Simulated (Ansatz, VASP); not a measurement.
Two plane-wave programs on ZrB2

The input INCAR:

```
SYSTEM = ZrB2
PREC = Accurate ; ENCUT = 520
EDIFF = 1E-6 ; ISMEAR = 0
SIGMA = 0.15 ; LREAL = .FALSE.
LASPH = .TRUE. ; NELM = 100
ALGO = Normal ; ISIF = 2
LWAVE = .FALSE. ; LCHARG = .FALSE.
GGA = PS ; NBANDS = 16
```

File KPOINTS:

```
regular mesh
0
G
  15 15 12
  0 0 0
```

POSCAR

```
ZrB2
1.0
    3.1233000000      0.0000000000      0.0000000000
   -1.5616500000      2.7048571436      0.0000000000
    0.0000000000      0.0000000000      3.3314000000
Zr B
1 2
Direct
    0.0000000000      0.0000000000      0.0000000000
    0.3333333333      0.6666666667      0.5000000000
    0.6666666667      0.3333333333      0.5000000000
```

Input for Ansatz:

```yaml
crystal:
  lattice:
    - [3.1233, 0.0, 0.0]
    - [-1.56165, 2.7048571436, 0.0]
    - [0.0, 0.0, 3.3314]
  atoms:
    - { symbol: Zr, position: [0.0, 0.0, 0.0] }
    - { symbol: B, position: [0.3333333333, 0.6666666667, 0.5] }
    - { symbol: B, position: [0.6666666667, 0.3333333333, 0.5] }
basis:
  ecutwfc: 520.0
kpoints:
  mp_grid: { grid: [15, 15, 12] }
hamiltonian:
  xc: pbesol
scf:
  occupations: { method: gaussian, width: 0.15 }
output:
  forces: true
  stress: true
  eigenvalues: true
```

Alike in both runs: task single point; functional PBEsol; k mesh 15 × 15 × 12; occupations gaussian, width 0.15 eV; no spin polarisation.

```csv
,VASP,Ansatz
version,VASP 6.6.1,Ansatz 0.2.0
potentials or method,"VASP PAW PBE potentials, release 64 (Zr_sv, B), cutoff 520 eV","scalar-relativistic, plane waves, PAW"
valence electrons in the cell,18,18
```

```csv
,VASP,Ansatz,Ansatz less VASP
gap on the k mesh at the Fermi level (eV),none,none,-
pressure (GPa),20.7,20.2,-0.47
"traceless stress, the component that is largest in VASP (GPa)",9.64,9.64,-0.003
```

VASP's potentials were made for PBE, not for PBEsol. A gap of «none» marks a metal or a gap that the smearing closes.
